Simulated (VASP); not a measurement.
# Rh (P6_3/mmc) in VASP: notebook, part 2 of 3

VASP 6.6.1. The steps go on from the part before.

### Step 4. Single point, PBEsol

This run uses another cell than the first one, of 14.30 Å³/atom, 1.064 times its volume.

INCAR reads:

```
SYSTEM = Rh
PREC = Accurate ; ENCUT = 520
EDIFF = 1E-6 ; ISMEAR = -1
SIGMA = 0.05 ; LREAL = .FALSE.
LASPH = .TRUE. ; NELM = 100
ALGO = Normal ; ISIF = 2
LWAVE = .FALSE. ; LCHARG = .FALSE.
GGA = PS ; NBANDS = 22
```

KPOINTS reads:

```
regular mesh
0
G
  12 12 7
  0 0 0
```

POSCAR reads:

```
Rh
1.0
    2.7309800000      0.0000000000      0.0000000000
   -1.3654900000      2.3651000000      0.0000000000
    0.0000000000      0.0000000000      4.4284900000
Rh
2
Direct
    0.6666666667      0.3333333333      0.7500000000
    0.3333333333      0.6666666667      0.2500000000
```

Potentials or basis: VASP PAW PBE potentials, release 64 (Rh_pv).

The run is started by

```sh
$ cat potpaw_PBE.64/Rh_pv/POTCAR > POTCAR
$ mpirun -np 1 vasp_std > vasp.out
```

OUTCAR:

```text
SYSTEM = Rh
   PREC = Accurate
   ENCUT = 520
   EDIFF = 1E-6
   ISMEAR = -1
   LREAL = .FALSE.
   LASPH = .TRUE.
   NELM = 100
   ISIF = 2
   GGA = PS

 ion  position               nearest neighbor table
   1  0.667  0.333  0.750-   2 2.72   2 2.72   2 2.72   2 2.72   2 2.72   2 2.72
   2  0.333  0.667  0.250-   1 2.72   1 2.72   1 2.72   1 2.72   1 2.72   1 2.72

  LATTYP: Found a hexagonal cell.
 ALAT       =     2.7309800000
 C/A-ratio  =     1.6215754052

  Lattice vectors:

 A1 = (   2.7309800000,   0.0000000000,   0.0000000000)
 A2 = (  -1.3654900000,   2.3651000000,   0.0000000000)
 A3 = (   0.0000000000,   0.0000000000,   4.4284900000)

Analysis of symmetry for initial positions (statically):
=====================================================================
 Subroutine PRICEL returns:
 Original cell was already a primitive cell.

 Routine SETGRP: Setting up the symmetry group for a
 hexagonal supercell.

 Subroutine GETGRP returns: Found 24 space group operations
 (whereof 12 operations were pure point group operations)
 out of a pool of 24 trial point group operations.

The static configuration has the point symmetry D_3d.
 The point group associated with its full space group is D_6h.

Analysis of symmetry for dynamics (positions and initial velocities):
=====================================================================
 Subroutine PRICEL returns:
 Original cell was already a primitive cell.

 Routine SETGRP: Setting up the symmetry group for a
 hexagonal supercell.

 Subroutine GETGRP returns: Found 24 space group operations
 (whereof 12 operations were pure point group operations)
 out of a pool of 24 trial point group operations.

The dynamic configuration has the point symmetry D_3d.
 The point group associated with its full space group is D_6h.

 Subroutine INISYM returns: Found 24 space group operations
 (whereof 12 operations are pure point group operations),
 and found     1 'primitive' translations

----------------------------------------------------------------------------------------

                                     Primitive cell

  volume of cell :      28.6038

  direct lattice vectors                    reciprocal lattice vectors
     2.730980000  0.000000000  0.000000000     0.366168921  0.211407551  0.000000000
    -1.365490000  2.365100000  0.000000000     0.000000000  0.422815103  0.000000000
     0.000000000  0.000000000  4.428490000     0.000000000  0.000000000  0.225810604

  length of vectors
     2.730980000  2.730981682  4.428490000     0.422815363  0.422815103  0.225810604

  position of ions in fractional coordinates (direct lattice)
     0.666666667  0.333333333  0.750000000
     0.333333333  0.666666667  0.250000000

  ion indices of the primitive-cell ions
   primitive index   ion index
                 1           1
                 2           2

----------------------------------------------------------------------------------------

 KPOINTS: regular mesh

Automatic generation of k-mesh.
 Grid dimensions read from file:
 generate k-points for:   12   12    7

 Generating k-lattice:

  Cartesian coordinates                     Fractional coordinates (reciprocal lattice)
     0.030514077  0.017617296  0.000000000     0.083333333 -0.000000000  0.000000000
     0.000000000  0.035234592  0.000000000     0.000000000  0.083333333  0.000000000
     0.000000000  0.000000000  0.032258658     0.000000000  0.000000000  0.142857143

  Length of vectors
     0.035234614  0.035234592  0.032258658

  Shift w.r.t. Gamma in fractional coordinates (k-lattice)
     0.000000000  0.000000000  0.000000000

 Subroutine IBZKPT returns following result:
 ===========================================

 Found     76 irreducible k-points:

 Following reciprocal coordinates:
            Coordinates               Weight
  0.000000  0.000000  0.000000      1.000000
  0.083333 -0.000000  0.000000      6.000000
  0.166667  0.000000  0.000000      6.000000
  0.250000 -0.000000  0.000000      6.000000
  0.333333 -0.000000  0.000000      6.000000
  0.416667  0.000000  0.000000      6.000000
[... 16 lines left out ...]
  0.250000 -0.000000  0.142857     12.000000
  0.333333 -0.000000  0.142857     12.000000
 [... further k-points ...]
   k-points           NKPTS =     76   k-points in BZ     NKDIM =     76   number of bands    NBANDS=     22
   number of dos      NEDOS =    301   number of ions     NIONS =      2
   total plane-waves  NPLWV =  14400
   dimension x,y,z NGX =    20 NGY =   20 NGZ =   36
   dimension x,y,z NGXF=    40 NGYF=   40 NGZF=   72
   ions per type =               2
   NGX,Y,Z   is equivalent  to a cutoff of  12.17, 12.17, 13.51 a.u.
   NGXF,Y,Z  is equivalent  to a cutoff of  24.35, 24.35, 27.03 a.u.
 SYSTEM =  Rh
   PREC   = accura    normal or accurate (medium, high low for compatibility)
   ISTART =      0    job   : 0-new  1-cont  2-samecut
   ICHARG =      2    charge: 1-file 2-atom 10-const
   ISPIN  =      1    spin polarized calculation?
   LNONCOLLINEAR =      F non collinear calculations
   LSORBIT =      F    spin-orbit coupling
   LASPH  =      T    aspherical Exc in radial PAW
   ENCUT  =  520.0 eV  38.22 Ry    6.18 a.u.   5.08  5.08  8.23*2*pi/ulx,y,z
   NELM   =    100;   NELMIN=  2; NELMDL= -5     # of ELM steps
   EDIFF  = 0.1E-05   stopping-criterion for ELM
   LREAL  =      F    real-space projection
   EDIFFG = 0.1E-04   stopping-criterion for IOM
   NSW    =      0    number of steps for IOM
   IBRION =     -1    ionic relax: 0-MD 1-quasi-New 2-CG
   NFREE  =      0    steps in history (QN), initial steepest desc. (CG)
   ISIF   =      2    stress and relaxation
   ISYM   =      2    0-nonsym 1-usesym 2-fastsym
   POTIM  = 0.5000    time-step for ionic-motion
   TEBEG  =    0.0;   TEEND  =   0.0 temperature during run
   PSTRESS=    0.0 pullay stress
   NELECT =      30.0000    total number of electrons
   NUPDOWN=      -1.0000    fix difference up-down
   EMIN   =  10.00;   EMAX   =-10.00  energy-range for DOS
   EFERMI =   0.00;   METHOD = LEGACY
   ISMEAR =    -1;   SIGMA  =   0.05  broadening in eV -4-tet -1-fermi 0-gaus
   EFERMI_NEDOS =   21; number of points for ismear=-14 and -15
   IALGO  =     38    algorithm
   IMIX   =      4    mixing-type and parameters
     AMIX     =   0.40;   BMIX     =  1.00
     AMIX_MAG =   1.60;   BMIX_MAG =  1.00
  volume/ion in A,a.u.               =      14.30        96.51
  Fermi-wavevector in a.u.,A,eV,Ry     =   1.663313  3.143206 37.642022  2.766611
  Thomas-Fermi vector in A             =   2.750052
   LORBIT       =      0    0 simple, 1 ext, 2 COOP (PROOUT), +10 PAW based schemes
   GGA     = PS    functional components
   LHFCALC =     F    Hartree Fock is set to
   AEXX    =    0.0000 exact exchange contribution
   IVDW    =     0    specifies the selected vdW correction
   LEPSILON=     F    determine dielectric tensor
   LRPA    =     F    only Hartree local field effects (RPA)
 non-spin polarized calculation
  energy-cutoff  :      520.00
  volume of cell :       28.60
 maximum number of plane-waves:       785
   NGX = 11   NGY = 11   NGZ = 17

 number of electron      30.0000010 magnetization

 Free energy of the ion-electron system (eV)
  ---------------------------------------------------
  ext. energy  EPLUGINS =         0.00000000
  ---------------------------------------------------
  free energy    TOTEN  =       -16.14204561 eV

  energy without entropy =      -16.11305872  energy(sigma->0) =      -16.12755216

 E-fermi :  11.1448     XC(G=0): -13.9642

 val. band max:       11.1405060931   @ k =   0.4167   0.1667   0.1429
 cond. band min:      11.1549141757   @ k =   0.0833  -0.0000   0.4286
 fundamental gap:      0.0144080825
 Fermi energy:        11.1448285637

 k-point     1 :       0.0000    0.0000    0.0000
  band No.  band energies     occupation
      1     -35.8694      2.00000
      2     -35.2962      2.00000
      3     -35.2962      2.00000
      4     -35.2160      2.00000
      5     -35.2030      2.00000
      6     -35.2030      2.00000
[... 14 lines left out ...]
     21      29.1155      0.00000
     22      29.7260      0.00000
[... 552 lines left out ...]
  band No.  band energies     occupation
      1     -35.7242      2.00000
      2     -35.6074      2.00000
      3     -35.5697      2.00000
      4     -35.3997      2.00000
      5     -35.3097      2.00000
      6     -35.2733      2.00000
[... 14 lines left out ...]
     21      26.1997      0.00000
     22      26.4761      0.00000

 [... further k-points ...]

------------------------ aborting loop because EDIFF is reached ----------------------------------------

  FORCE on cell =-STRESS in cart. coord.  units (eV):
  Direction    XX          YY          ZZ          XY          YZ          ZX
  --------------------------------------------------------------------------------------
  -------------------------------------------------------------------------------------
  Total       -2.4323268     -2.4323308     -2.5343876      0.0000000      0.0000000      0.0000000
  in kB     -136.2413116   -136.2415354   -141.9580145      0.0000000      0.0000000      0.0000000
  external PRESSURE =    -138.1469539 kB  Pullay stress =       0.0000000 kB

 VOLUME and BASIS-vectors are now :
 -----------------------------------------------------------------------------
  energy-cutoff  :      520.00
  volume of cell :       28.60
      direct lattice vectors                 reciprocal lattice vectors
     2.730980000  0.000000000  0.000000000     0.366168921  0.211407551  0.000000000
    -1.365490000  2.365100000  0.000000000     0.000000000  0.422815103  0.000000000
     0.000000000  0.000000000  4.428490000     0.000000000  0.000000000  0.225810604

 POSITION                                       TOTAL-FORCE (eV/Angst)
 -----------------------------------------------------------------------------------
      1.36549      0.78837      3.32137         0.000000      0.000000      0.000000
     -0.00000      1.57673      1.10712        -0.000000      0.000000      0.000000
 -----------------------------------------------------------------------------------
    total drift:                               -0.000000      0.000000     -0.000000

  FREE ENERGIE OF THE ION-ELECTRON SYSTEM (eV)
  ---------------------------------------------------
  free  energy   TOTEN  =       -16.1420456053 eV

  energy  without entropy=      -16.1130587153  energy(sigma->0) =      -16.12755216
```

OSZICAR:

```text
N       E                     dE             d eps       ncg     rms          rms(c)
DAV:   1     0.323873544608E+03    0.32387E+03   -0.19033E+04  3352   0.157E+03
DAV:   2    -0.102165556325E+02   -0.33409E+03   -0.32212E+03  3482   0.471E+02
DAV:   3    -0.173556466511E+02   -0.71391E+01   -0.70830E+01  3920   0.774E+01
DAV:   4    -0.174027532210E+02   -0.47107E-01   -0.47102E-01  3784   0.638E+00
DAV:   5    -0.174034825945E+02   -0.72937E-03   -0.72937E-03  3902   0.820E-01    0.143E+01
DAV:   6    -0.161835297098E+02    0.12200E+01   -0.29464E+00  3674   0.181E+01    0.421E+00
DAV:   7    -0.161502929089E+02    0.33237E-01   -0.43879E-02  3836   0.180E+00    0.204E+00
DAV:   8    -0.161425944729E+02    0.76984E-02   -0.91060E-03  3626   0.110E+00    0.384E-01
DAV:   9    -0.161420343329E+02    0.56014E-03   -0.47003E-04  3872   0.263E-01    0.331E-02
DAV:  10    -0.161420455064E+02   -0.11173E-04   -0.60194E-06  3880   0.239E-02    0.712E-03
DAV:  11    -0.161420456053E+02   -0.98872E-07   -0.72050E-07  2356   0.869E-03
   1 F= -.16142046E+02 E0= -.16127552E+02  d E =-.289869E-01
```

stdout:

```text
POSCAR found type information on POSCAR Rh
 POSCAR found :  1 types and       2 ions
 scaLAPACK will be used
 -----------------------------------------------------------------------------
|                                                                             |
|                                                                             |
|     You enforced a specific xc type in the INCAR file but a different       |
|     I HOPE YOU KNOW WHAT YOU ARE DOING!                                     |
|                                                                             |
 -----------------------------------------------------------------------------

 LDA part: xc-table for (Slater+PW92), standard interpolation
 POSCAR, INCAR and KPOINTS ok, starting setup
 FFT: planning ... GRIDC
 FFT: planning ... GRID_SOFT
 FFT: planning ... GRID
 WAVECAR not read
 entering main loop
```

It took 20 s on 1 thread of Intel Xeon 6975P-C, shared host; peak memory 0.16 GiB.

Results:

| Quantity | Value |
| --- | --- |
| Free energy | -16.1420 eV |
| Pressure | -13.8 GPa |
| Band gap on the k mesh | zero (band 15 reaches 11.72 eV, above the bottom of band 16 at 9.44 eV) |

Stress tensor (GPa, compression positive):
```
-13.62   0.00   0.00
  0.00 -13.62   0.00
  0.00   0.00 -14.20
```

Caveat: the PAW data sets were made with another functional, which shifts forces and pressure a little.

(Continued in part 3 of 3.)
